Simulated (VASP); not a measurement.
# Si2Mo (d3) (P6_222) in VASP: notebook

The runs below take Si2Mo (d3) through single point, with PBE+D3(BJ).

Program: VASP 6.6.1. These are calculated values, not measurements. Logs are shortened: lines on timing, memory, paths and dates and some standing lists are left out, and cuts for length are marked.

## Step 1: The cell of the first run

It takes space group P6_222 (No. 180, hexagonal). The conventional cell has a = 4.585 Å, b = 4.585 Å, c = 6.580 Å, α = 90.00°, β = 90.00°, γ = 120.00°. Within 3.4 Å of Si (site symmetry 2) lie 9 Si at 2.55 to 3.20 Å and 5 Mo at 2.57 to 2.67 Å. Mo (site symmetry 222) has 10 Si at 2.57 to 2.67 Å and 4 Mo at 3.17 Å within 3.4 Å.

## Step 2: Single point, PBE+D3(BJ)

The input, INCAR:

```
PREC = Accurate
ENCUT = 520
EDIFF = 1E-7
ISMEAR = 0
SIGMA = 0.1
LREAL = False
LASPH = True
NELM = 60
ALGO = Normal
ISIF = 2
LWAVE = False
LCHARG = False
GGA = PE
IVDW = 12
NBANDS = 43
```

The input, KPOINTS:

```
regular mesh
0
Gamma
  6 6 4
```

The input, POSCAR:

```
Si2Mo
1.0
    4.5854715600      0.0000000000      0.0000000000
   -2.2927357800      3.9711348600      0.0000000000
    0.0000000000      0.0000000000      6.5797601000
Si Mo
6 3
Direct
    0.1638729800      0.8361270200      0.8333333300
    0.3277459600      0.1638729800      0.1666666700
    0.8361270200      0.6722540400      0.5000000000
    0.8361270200      0.1638729800      0.8333333300
    0.6722540400      0.8361270200      0.1666666700
    0.1638729800      0.3277459600      0.5000000000
    0.5000000000      0.0000000000      0.5000000000
    0.0000000000      0.5000000000      0.1666666700
    0.5000000000      0.5000000000      0.8333333300
```

Potentials or basis: VASP PAW PBE potentials, release 64 (Si, Mo_sv).

Started as:

```bash
cat potpaw_PBE.64/Si/POTCAR potpaw_PBE.64/Mo_sv/POTCAR > POTCAR
mpirun -np 1 vasp_std > vasp.out
```

OUTCAR:

```text
PREC = Accurate
   ENCUT = 520
   EDIFF = 1E-7
   ISMEAR = 0
   LREAL = False
   LASPH = True
   NELM = 60
   ISIF = 2
   GGA = PE
   IVDW = 12
 IVDW          = 12

 ion  position               nearest neighbor table
   1  0.164  0.836  0.833-   3 2.55   2 2.55   7 2.57   8 2.57   4 2.60   9 2.64   9 2.64   9 2.67
                             4 2.67   4 2.67   6 3.15   5 3.15
   2  0.328  0.164  0.167-   6 2.55   1 2.55   7 2.57   9 2.57   5 2.60   8 2.64   8 2.64   8 2.67
                             5 2.67   5 2.67   3 3.15   4 3.15
   3  0.836  0.672  0.500-   1 2.55   5 2.55   8 2.57   9 2.57   6 2.60   7 2.64   7 2.64   7 2.67
                             6 2.67   6 2.67   4 3.15   2 3.15
   4  0.836  0.164  0.833-   6 2.55   5 2.55   7 2.57   8 2.57   1 2.60   9 2.64   9 2.64   9 2.67
                             1 2.67   1 2.67   3 3.15   2 3.15
   5  0.672  0.836  0.167-   3 2.55   4 2.55   7 2.57   9 2.57   2 2.60   8 2.64   8 2.64   8 2.67
                             2 2.67   2 2.67   6 3.15   1 3.15
   6  0.164  0.328  0.500-   2 2.55   4 2.55   8 2.57   9 2.57   3 2.60   7 2.64   7 2.64   7 2.67
                             3 2.67   3 2.67   5 3.15   1 3.15
   7  0.500  0.000  0.500-   1 2.57   2 2.57   4 2.57   5 2.57   6 2.64   3 2.64   6 2.64   3 2.64
                             6 2.67   3 2.67   8 3.17   9 3.17   9 3.17   8 3.17
   8  0.000  0.500  0.167-   3 2.57   6 2.57   4 2.57   1 2.57   5 2.64   2 2.64   2 2.64   5 2.64
                             5 2.67   2 2.67   7 3.17   7 3.17   9 3.17   9 3.17
   9  0.500  0.500  0.833-   3 2.57   6 2.57   5 2.57   2 2.57   1 2.64   4 2.64   1 2.64   4 2.64
                             1 2.67   4 2.67   7 3.17   7 3.17   8 3.17   8 3.17

  LATTYP: Found a hexagonal cell.
 ALAT       =     4.5854715600
 C/A-ratio  =     1.4349146023

  Lattice vectors:

 A1 = (   4.5854715600,   0.0000000000,   0.0000000000)
 A2 = (  -2.2927357800,   3.9711348600,   0.0000000000)
 A3 = (   0.0000000000,   0.0000000000,   6.5797601000)

Analysis of symmetry for initial positions (statically):
=====================================================================
 Subroutine PRICEL returns:
 Original cell was already a primitive cell.

 Routine SETGRP: Setting up the symmetry group for a
 hexagonal supercell.

 Subroutine GETGRP returns: Found 12 space group operations
 (whereof  4 operations were pure point group operations)
 out of a pool of 24 trial point group operations.

The static configuration has the point symmetry D_2 .
 The point group associated with its full space group is D_6 .

Analysis of symmetry for dynamics (positions and initial velocities):
=====================================================================
 Subroutine PRICEL returns:
 Original cell was already a primitive cell.

 Routine SETGRP: Setting up the symmetry group for a
 hexagonal supercell.

 Subroutine GETGRP returns: Found 12 space group operations
 (whereof  4 operations were pure point group operations)
 out of a pool of 24 trial point group operations.

The dynamic configuration has the point symmetry D_2 .
 The point group associated with its full space group is D_6 .

 Subroutine INISYM returns: Found 12 space group operations
 (whereof  4 operations are pure point group operations),
 and found     1 'primitive' translations

----------------------------------------------------------------------------------------

                                     Primitive cell

  volume of cell :     119.8143

  direct lattice vectors                    reciprocal lattice vectors
     4.585471560  0.000000000  0.000000000     0.218080079  0.125908592  0.000000000
    -2.292735780  3.971134860  0.000000000     0.000000000  0.251817185  0.000000000
     0.000000000  0.000000000  6.579760100     0.000000000  0.000000000  0.151981225

  length of vectors
     4.585471560  4.585471561  6.579760100     0.251817185  0.251817185  0.151981225

  position of ions in fractional coordinates (direct lattice)
     0.163872980  0.836127020  0.833333330
     0.327745960  0.163872980  0.166666670
     0.836127020  0.672254040  0.500000000
     0.836127020  0.163872980  0.833333330
     0.672254040  0.836127020  0.166666670
     0.163872980  0.327745960  0.500000000
     0.500000000  0.000000000  0.500000000
     1.000000000  0.500000000  0.166666670
     0.500000000  0.500000000  0.833333330

  ion indices of the primitive-cell ions
   primitive index   ion index
                 1           1
                 2           2
                 3           3
                 4           4
                 5           5
                 6           6
                 7           7
                 8           8
                 9           9

----------------------------------------------------------------------------------------

 KPOINTS: regular mesh

Automatic generation of k-mesh.
 Grid dimensions read from file:
 generate k-points for:    6    6    4

 Generating k-lattice:

  Cartesian coordinates                     Fractional coordinates (reciprocal lattice)
     0.036346680  0.020984765  0.000000000     0.166666667 -0.000000000  0.000000000
     0.000000000  0.041969531  0.000000000     0.000000000  0.166666667  0.000000000
     0.000000000  0.000000000  0.037995306     0.000000000  0.000000000  0.250000000

  Length of vectors
     0.041969531  0.041969531  0.037995306

  Shift w.r.t. Gamma in fractional coordinates (k-lattice)
     0.000000000  0.000000000  0.000000000

 Subroutine IBZKPT returns following result:
 ===========================================

 Found     21 irreducible k-points:

 Following reciprocal coordinates:
            Coordinates               Weight
  0.000000  0.000000  0.000000      1.000000
  0.166667  0.000000  0.000000      6.000000
  0.333333  0.000000  0.000000      6.000000
  0.500000  0.000000  0.000000      3.000000
  0.166667  0.166667  0.000000      6.000000
  0.333333  0.166667  0.000000     12.000000
[... 13 lines left out ...]
  0.333333  0.166667  0.500000     12.000000
  0.333333  0.333333  0.500000      2.000000
   k-points           NKPTS =     21   k-points in BZ     NKDIM =     21   number of bands    NBANDS=     43
   number of dos      NEDOS =    301   number of ions     NIONS =      9
   total plane-waves  NPLWV =  64800
   dimension x,y,z NGX =    36 NGY =   36 NGZ =   50
   dimension x,y,z NGXF=    72 NGYF=   72 NGZF=  100
   ions per type =               6   3
   NGX,Y,Z   is equivalent  to a cutoff of  13.05, 13.05, 12.63 a.u.
   NGXF,Y,Z  is equivalent  to a cutoff of  26.10, 26.10, 25.27 a.u.
 SYSTEM =  unknown system
   PREC   = accura    normal or accurate (medium, high low for compatibility)
   ISTART =      0    job   : 0-new  1-cont  2-samecut
   ICHARG =      2    charge: 1-file 2-atom 10-const
   ISPIN  =      1    spin polarized calculation?
   LNONCOLLINEAR =      F non collinear calculations
   LSORBIT =      F    spin-orbit coupling
   LASPH  =      T    aspherical Exc in radial PAW
   ENCUT  =  520.0 eV  38.22 Ry    6.18 a.u.   8.53  8.53 12.23*2*pi/ulx,y,z
   NELM   =     60;   NELMIN=  2; NELMDL= -5     # of ELM steps
   EDIFF  = 0.1E-06   stopping-criterion for ELM
   LREAL  =      F    real-space projection
   EDIFFG = 0.1E-05   stopping-criterion for IOM
   NSW    =      0    number of steps for IOM
   IBRION =     -1    ionic relax: 0-MD 1-quasi-New 2-CG
   NFREE  =      0    steps in history (QN), initial steepest desc. (CG)
   ISIF   =      2    stress and relaxation
   ISYM   =      2    0-nonsym 1-usesym 2-fastsym
   POTIM  = 0.5000    time-step for ionic-motion
   TEBEG  =    0.0;   TEEND  =   0.0 temperature during run
   PSTRESS=    0.0 pullay stress
   NELECT =      66.0000    total number of electrons
   NUPDOWN=      -1.0000    fix difference up-down
   EMIN   =  10.00;   EMAX   =-10.00  energy-range for DOS
   EFERMI =   0.00;   METHOD = LEGACY
   ISMEAR =     0;   SIGMA  =   0.10  broadening in eV -4-tet -1-fermi 0-gaus
   EFERMI_NEDOS =   21; number of points for ismear=-14 and -15
   IALGO  =     38    algorithm
   IMIX   =      4    mixing-type and parameters
     AMIX     =   0.40;   BMIX     =  1.00
     AMIX_MAG =   1.60;   BMIX_MAG =  1.00
  volume/ion in A,a.u.               =      13.31        89.84
  Fermi-wavevector in a.u.,A,eV,Ry     =   1.342002  2.536017 24.503685  1.800970
  Thomas-Fermi vector in A             =   2.470191
   LORBIT       =      0    0 simple, 1 ext, 2 COOP (PROOUT), +10 PAW based schemes
   GGA     = PE    functional components
   LHFCALC =     F    Hartree Fock is set to
   AEXX    =    0.0000 exact exchange contribution
   IVDW    =    12    specifies the selected vdW correction
   LEPSILON=     F    determine dielectric tensor
   LRPA    =     F    only Hartree local field effects (RPA)
 non-spin polarized calculation
 Gauss-broadening in eV      SIGMA  =   0.10
  energy-cutoff  :      520.00
  volume of cell :      119.81
 maximum number of plane-waves:      3300
 NGX is ok and might be reduce to    36
   NGX = 17   NGY = 17   NGZ = 25

 number of electron      65.9999996 magnetization

 Free energy of the ion-electron system (eV)
  ---------------------------------------------------
  ext. energy  EPLUGINS =         0.00000000
  ---------------------------------------------------
  free energy    TOTEN  =       -69.51464412 eV

  energy without entropy =      -69.51243787  energy(sigma->0) =      -69.51354100

 E-fermi :  12.9426     XC(G=0): -12.4600

 val. band max:       12.9174259715   @ k =   0.5000   0.0000   0.5000
 cond. band min:      12.9678189427   @ k =   0.5000   0.0000   0.0000
 fundamental gap:      0.0503929712
 Fermi energy:        12.9426221109

 k-point     1 :       0.0000    0.0000    0.0000
  band No.  band energies     occupation
      1     -48.2287      2.00000
      2     -48.1984      2.00000
      3     -48.1984      2.00000
      4     -22.4730      2.00000
      5     -22.4694      2.00000
      6     -22.4694      2.00000
[... 35 lines left out ...]
     42      15.8847      0.00000
     43      16.3654      0.00000
[... 879 lines left out ...]
      3     -48.2033      2.00000
      4     -22.5161      2.00000
      5     -22.5073      2.00000
      6     -22.5073      2.00000
[... 35 lines left out ...]
     42      16.1656      0.00000
     43      16.3705      0.00000

------------------------ aborting loop because EDIFF is reached ----------------------------------------

 Edisp (eV)   -5.22924

 E8    (eV) :    -2.2748

  FORCE on cell =-STRESS in cart. coord.  units (eV):
  Direction    XX          YY          ZZ          XY          YZ          ZX
  --------------------------------------------------------------------------------------
  -------------------------------------------------------------------------------------
  Total      -2.61127    -2.61127    -2.74390     0.00000     0.00000     0.00000
  in kB     -34.91838   -34.91838   -36.69189     0.00000     0.00000     0.00000
  external pressure =      -35.51 kB  Pullay stress =        0.00 kB

 VOLUME and BASIS-vectors are now :
 -----------------------------------------------------------------------------
  energy-cutoff  :      520.00
  volume of cell :      119.81
      direct lattice vectors                 reciprocal lattice vectors
     4.585471560  0.000000000  0.000000000     0.218080079  0.125908592  0.000000000
    -2.292735780  3.971134860  0.000000000     0.000000000  0.251817185  0.000000000
     0.000000000  0.000000000  6.579760100     0.000000000  0.000000000  0.151981225

 POSITION                                       TOTAL-FORCE (eV/Angst)
 -----------------------------------------------------------------------------------
     -1.16558      3.32037      5.48313         0.005710     -0.003296     -0.000000
      1.12715      0.65076      1.09663         0.005710      0.003296     -0.000000
      2.29274      2.66961      3.28988        -0.000000     -0.006593     -0.000000
      3.45832      0.65076      5.48313        -0.005710      0.003296     -0.000000
      1.16558      3.32037      1.09663        -0.005710     -0.003296     -0.000000
      0.00000      1.30152      3.28988        -0.000000      0.006593     -0.000000
      2.29274      0.00000      3.28988        -0.000000      0.000000      0.000000
     -1.14637      1.98557      1.09663        -0.000000     -0.000000      0.000000
      1.14637      1.98557      5.48313        -0.000000      0.000000      0.000000
 -----------------------------------------------------------------------------------
    total drift:                               -0.000000     -0.000000      0.000060

  FREE ENERGIE OF THE ION-ELECTRON SYSTEM (eV)
  ---------------------------------------------------
  free  energy   TOTEN  =       -74.7438821425 eV

  energy  without entropy=      -74.7416758844  energy(sigma->0) =      -74.74277901
```

It took 100 s on 1 thread of Intel Xeon Platinum 8259CL at 2.50GHz (Skylake/Cascade Lake), shared host; peak memory 0.28 GiB.

Results:

| Property | Result |
| --- | --- |
| Free energy | -74.7439 eV |
| Pressure | -3.6 GPa |
| Largest force | 0.007 eV/Å |
| Band gap on the k mesh | 0.05 eV, indirect (least direct gap 0.54 eV) |
| Dispersion energy per atom | -0.581 eV |

Forces on the atoms (eV/Å):
```
Si   0.006 -0.003  0.000
Si   0.006  0.003  0.000
Si   0.000 -0.007  0.000
Si  -0.006  0.003  0.000
Si  -0.006 -0.003  0.000
Si   0.000  0.007  0.000
Mo   0.000  0.000  0.000
Mo   0.000  0.000  0.000
Mo   0.000  0.000  0.000
```

A k mesh can miss the band edges.

## Step 3: Single point, PBE+D3(BJ)

This run uses another cell than the first one, of 13.09 Å³/atom, 0.983 times its volume.

The input, INCAR:

```
PREC = Accurate ; ENCUT = 520
EDIFF = 1E-6 ; ISMEAR = 0
SIGMA = 0.01 ; LREAL = False
LASPH = True ; NELM = 80
ALGO = Normal ; ISIF = 2
LWAVE = False ; LCHARG = False
GGA = PE ; IVDW = 12
NBANDS = 43
```

The input, KPOINTS:

```
Automatic mesh
0
Gamma
  9 9 6
```

The input, POSCAR:

```
Si2Mo
1.0
    4.5584741242      0.0000000000      0.0000000000
   -2.2792370621      3.9477543941      0.0000000000
    0.0000000000      0.0000000000      6.5452682151
Si Mo
6 3
Direct
    0.1639293825      0.8360706175      0.8333333333
    0.3278587650      0.1639293825      0.1666666667
    0.8360706175      0.6721412350      0.5000000000
    0.8360706175      0.1639293825      0.8333333333
    0.6721412350      0.8360706175      0.1666666667
    0.1639293825      0.3278587650      0.5000000000
    0.5000000000      0.0000000000      0.5000000000
    0.0000000000      0.5000000000      0.1666666667
    0.5000000000      0.5000000000      0.8333333333
```

Potentials or basis: VASP PAW PBE potentials, release 64 (Si, Mo_sv).

Started as:

```bash
cat potpaw_PBE.64/Si/POTCAR potpaw_PBE.64/Mo_sv/POTCAR > POTCAR
mpirun -np 1 vasp_std > vasp.out
```

It took 3.3 min on 1 thread of Intel Xeon Platinum 8259CL at 2.50GHz (Skylake/Cascade Lake), shared host; peak memory 0.36 GiB.

It converged, with:

| Item | Value |
| --- | --- |
| Free energy | -74.7662 eV |
| Pressure | 0.1 GPa |
| Largest force | 0.006 eV/Å |
| Band gap on the k mesh | 0.18 eV, indirect (least direct gap 0.61 eV) |
| Dispersion energy per atom | -0.591 eV |

Forces on the atoms (eV/Å):
```
Si  -0.005  0.003  0.000
Si  -0.005 -0.003  0.000
Si   0.000  0.006  0.000
Si   0.005 -0.003  0.000
Si   0.005  0.003  0.000
Si   0.000 -0.006  0.000
Mo   0.000  0.000  0.000
Mo   0.000  0.000  0.000
Mo   0.000  0.000  0.000
```

Levels at points of the mesh, in eV from the valence-band top:
```tsv
k point	band 30	band 31	band 32	band 33	band 34	band 35	band 36	band 37
(0.00, 0.00, 0.00)	-3.00	-2.71	-2.05	-0.79	2.10	2.47	2.47	2.60
(0.00, 0.00, 0.50)	-2.28	-2.04	-0.70	-0.70	1.97	2.41	2.42	2.42
```

A k mesh can miss the band edges.
